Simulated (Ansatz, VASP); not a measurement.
One calculation of TiSi, two programs

```
CELL_PARAMETERS angstrom
1.87066 -2.18115 0.00000
1.87066 2.18115 0.00000
0.00000 0.00000 3.91805
ATOMIC_POSITIONS crystal
Ti 0.50000 0.50000 0.00000
Si 0.00000 0.00000 0.50000
```

Change from the starting cell: strain +0.030 along x and y, +0.030 along z, atoms carried along.

Alike in both runs: task single point; functional PBEsol; k mesh 18 × 18 × 12; occupations gaussian, width 0.15 eV; no spin polarisation.

|  | VASP | Ansatz |
| --- | --- | --- |
| version | VASP 6.6.1 | Ansatz 0.2.0 |
| potentials or method | VASP PAW PBE potentials, release 64 (Ti_sv, Si), cutoff 520 eV | scalar-relativistic, plane waves, PAW |
| valence electrons in the cell | 16 | 16 |

|  | VASP | Ansatz | Ansatz less VASP |
| --- | --- | --- | --- |
| gap on the k mesh at the Fermi level (eV) | none | none | - |
| pressure (GPa) | -13.7 | -13.7 | -0.06 |
| traceless stress, the component that is largest in VASP (GPa) | 1.43 | 1.49 | +0.059 |

VASP's potentials were made for PBE, not for PBEsol. A gap of «none» marks a metal or a gap that the smearing closes.
